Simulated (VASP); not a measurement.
A run of VASP 6.6.1:

Contents of INCAR:

```
PREC = Accurate ; ENCUT = 520
EDIFF = 1E-6 ; ISMEAR = -1
SIGMA = 0.02 ; LREAL = Auto
LASPH = T ; NELM = 100
ALGO = Normal ; ISIF = 2
LWAVE = F ; LCHARG = F
GGA = PE ; IVDW = 12
NBANDS = 39
```

KPOINTS

```
Automatic mesh
0
Gamma
  1 1 1
```

POSCAR

```
H10CO6
1.0
    5.2704420000      0.0000000000      0.0000000000
    0.0000000000      5.2704420000      0.0000000000
    0.0000000000      0.0000000000      5.2704420000
O H C
6 10 1
Direct
    0.5854916912      0.1427394515     -0.1455855126
    1.1003631194      0.3929841178      0.9638280812
    0.1366299069      0.2281971797      0.4721235904
    0.2853460867      0.8979702272      0.1632500652
    0.4806238262      0.6123395343      0.5915822620
    0.7252143179      0.5857952711      0.2414787982
    0.6071976506     -0.0250073903     -0.0665978299
    0.5090654636      0.2611925148     -0.0003035799
    0.9125800075      0.4042165723      0.9923835610
    1.1435283796      0.3181137370      0.8027789700
    0.1771198696      0.0591980711      0.3941604898
   -0.0562571412      0.1952018446      0.4423917387
    0.1925455209      0.7395394921      0.1184720371
    0.2159591169      1.0299325939      0.0338491534
    0.4400769423      0.4288255141      0.5743920529
    0.6588062254      0.9159383596      0.4335499755
    0.6424318871      0.7029011988      0.4303434133
```

Potentials or basis: VASP PAW PBE potentials, release 64 (O, H, C).

Run with:

```bash
$ cat potpaw_PBE.64/O/POTCAR potpaw_PBE.64/H/POTCAR potpaw_PBE.64/C/POTCAR > POTCAR
$ mpirun -np 1 vasp_gam > vasp.out
```

Hardware: 1 thread of AMD EPYC 9R45 (Zen 5) (shared host).

Estimate the wall time of this run.

It took 16 s on 1 thread of AMD EPYC 9R45 (Zen 5), with other jobs on the host, peak memory 0.2 GiB. Counts: scf iterations 15, k points 1.
